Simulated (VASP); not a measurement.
Cu2O (pbe): single point with PBE

The system is Cu2O (pbe).

```xyz
6
Lattice="4.2989 0.0000 0.0000 0.0000 4.2989 0.0000 0.0000 0.0000 4.2989" Properties=species:S:1:pos:R:3 pbc="T T T"
Cu    1.0747    1.0747    3.2242
Cu    3.2242    1.0747    1.0747
Cu    1.0747    3.2242    1.0747
Cu    3.2242    3.2242    3.2242
O     2.1495    2.1495    2.1495
O     0.0000    0.0000    0.0000
```

| Property | Result |
| --- | --- |
| Program | VASP 6.6.1 |
| Task | single point |
| Functional | PBE |
| Potentials or basis | VASP PAW PBE potentials, release 64 (Cu, O) |
| Cutoff | 600 eV |
| k mesh | 8 × 8 × 8 |
| Occupations | gaussian, width 0.02 eV |
| Spin | no spin polarisation |
| Dipole correction | no |
| Further INCAR settings | ALGO = Normal; EDIFF = 1e-06; NBANDS = 37 |

```yaml
Pressure: 0.6 GPa
Band_gap_on_the_k_mesh: 0.48 eV, direct
```

Levels at points of the mesh, in eV from the valence-band top:
| k point | band 25 | band 26 | band 27 | band 28 | band 29 | band 30 | band 31 | band 32 |
| --- | --- | --- | --- | --- | --- | --- | --- | --- |
| (0.00, 0.00, 0.00) | -1.51 | 0.00 | 0.00 | 0.00 | 0.48 | 1.35 | 1.35 | 7.79 |
| (0.50, 0.00, 0.00) | -1.15 | -1.15 | -0.38 | -0.38 | 2.20 | 2.20 | 4.25 | 4.25 |
| (0.50, 0.50, 0.00) | -1.16 | -1.16 | -0.63 | -0.63 | 1.91 | 1.91 | 3.81 | 3.81 |
| (0.50, 0.50, 0.50) | -0.97 | -0.55 | -0.55 | -0.55 | 2.51 | 2.51 | 2.51 | 4.80 |

Run time: 3.9 min on 1 thread of AMD EPYC 7R43 64-Core Processor (Zen 3) (shared host), peak memory 0.22 GiB.

A k mesh can miss the band edges. As with any semilocal functional, this PBE gap is likely too small.
